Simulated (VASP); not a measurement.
Set up this calculation in VASP 6.6.1, as the native input.

```yaml
Task: single point
Functional: PBE
Potentials_or_basis: VASP PAW PBE potentials, release 64 (Cd)
Cutoff: 520 eV
k_mesh: 12 × 12 × 6
Occupations: gaussian, width 0.1 eV
Spin: no spin polarisation
Dipole_correction: no
Further_INCAR_settings: ALGO = Fast; EDIFF = 1e-06; NBANDS = 19
```

The structure of Cd lies in POSCAR:

```
Cd
1.0
    2.9982019246      0.0000000000      0.0000000000
   -1.4991009623      2.5965190324      0.0000000000
    0.0000000000      0.0000000000      5.9348973756
Cd
2
Direct
    0.3333333333      0.6666666667      0.2500000000
    0.6666666667      0.3333333333      0.7500000000
```

One way to write it, as run:

INCAR

```
SYSTEM = Cd
PREC = Accurate ; ENCUT = 520
EDIFF = 1E-6 ; ISMEAR = 0
SIGMA = 0.1 ; LREAL = .False.
LASPH = .True. ; NELM = 100
ALGO = Fast ; ISIF = 2
LWAVE = .False. ; LCHARG = .False.
GGA = PE ; NBANDS = 19
```

KPOINTS

```
Automatic mesh
0
Gamma
  12 12 6
  0 0 0
```

Potentials or basis: VASP PAW PBE potentials, release 64 (Cd).

Run with:

```console
$ cat potpaw_PBE.64/Cd/POTCAR > POTCAR
$ mpirun -np 1 vasp_std > vasp.out
```

Results of the run:

- Pressure: 0.3 GPa
- Band gap on the k mesh: zero (bands 12 and 13 overlap by 4.13 eV)

Wall time 50 s on 1 thread of Intel Xeon 8259CL (shared host), peak memory 0.2 GiB.
